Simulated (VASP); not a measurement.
Runs of VASP 6.6.1 on Mo. The structure is that of space group Immm (No. 71), or close to it. The cells are those of the table. 

```csv
cell,gap on the mesh (eV),pressure (GPa)
"a = 2.712 Å, angles 122.0, 106.3, 100.9°, 1 atom",none,14.2
"a = 2.715 Å, angles 121.7, 97.5, 110.1°, 1 atom",none,14.2
"a = 2.716 Å, angles 123.1, 99.2, 107.1°, 1 atom",none,16.9
"a = 2.716 Å, angles 120.3, 96.0, 113.0°, 1 atom",none,(a)
```

Alike in all rows: task single point; level LDA; potentials or basis VASP PAW LDA potentials, release 64 (Mo_sv); no spin polarisation; k mesh 20 × 20 × 20; cutoff (eV) 520; smearing gaussian 0.15 eV.

Question: Fill in the values left out.

Answer: (a) 12.8.

Caveats: the cell stands under pressure.

A k mesh can miss the band edges, and the runs leave out spin-orbit coupling on Mo.

A gap of «none» marks levels without a gap at the run's occupations.
